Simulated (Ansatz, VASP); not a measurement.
**One calculation of Al2H3Cl3, two programs**

```
Al H Cl
1.0
     6.19631    0.00000    0.00000
    -3.09815    5.36616    0.00000
     0.00000    0.00000    3.38111
Al H Cl
2 3 3
Cartesian
  0.0000 3.5774 0.0000
  3.0982 1.7887 0.0000
  2.5942 0.0000 1.6906
  1.8011 3.1195 1.6906
  -1.2971 2.2466 1.6906
  4.5238 0.0000 0.0000
  0.8363 1.4485 0.0000
  -2.2619 3.9177 0.0000
```

Change from the starting cell: species swapped into the Ti3In3Rh2 type (P-62m, No. 189).

Alike in both runs: functional PBE; k mesh 9 × 9 × 12; occupations gaussian, width 0.1 eV; no spin polarisation.

Ansatz relaxed the structure, and its values are those at the end. VASP's run is a single point on that final structure, the one shown.

|  | VASP | Ansatz |
| --- | --- | --- |
| version | VASP 6.6.1 | Ansatz 0.2.0 |
| potentials or method | VASP PAW PBE potentials, release 64 (Al, H, Cl), cutoff 520 eV | scalar-relativistic, plane waves, PAW |
| valence electrons in the cell | 30 | 30 |

Ansatz gave:

| Item | Value |
| --- | --- |
| gap on the k mesh at the Fermi level (eV) | none |
| pressure (GPa) | 0.0 |
| rms of the force components (eV/Å) | 0.002 |

Problem. Estimate VASP's values.

Solution. gap on the k mesh at the Fermi level (eV): none; pressure (GPa): -0.2; rms of the force components (eV/Å): 0.008.

A gap of «none» marks a metal or a gap that the smearing closes.
